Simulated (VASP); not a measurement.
A run of VASP 6.6.1 is set up as follows.

The input INCAR:

```
SYSTEM = Si
ALGO = Normal ; EDIFF = 1E-7
ENCUT = 520 ; GGA = CA
ISIF = 2 ; ISMEAR = 0
LASPH = .True. ; LCHARG = .False.
LREAL = .False. ; LWAVE = .False.
NBANDS = 21 ; NELM = 80
PREC = Accurate ; SIGMA = 0.05
```

Contents of KPOINTS:

```
k-points
0
Gamma
  8 8 3
  0 0 0
```

File POSCAR:

```
Si
1.0
    2.7154700000     -2.7154700000      0.0000000000
    2.7154700000      0.0000000000     -2.7154700000
    5.4309400000      5.4309400000      5.4309400000
Si
6
Direct
    0.6666666667      0.6666666667      0.8333333333
    1.0000000000      0.0000000000      0.5000000000
    0.3333333333      0.3333333333      0.1666666667
    0.6666666667      0.6666666667      0.0833333333
    1.0000000000      1.0000000000      0.7500000000
    0.3333333333      0.3333333333      0.4166666667
```

Potentials or basis: VASP PAW LDA potentials, release 64 (Si).

Command:

```console
$ cat potpaw_LDA.64/Si/POTCAR > POTCAR
$ mpirun -np 1 vasp_std > vasp.out
```

(1) Estimate the pressure.

(2) Estimate the band gap on the k mesh.

## Answers

(1) -1.5 GPa.

(2) 0.59 eV.
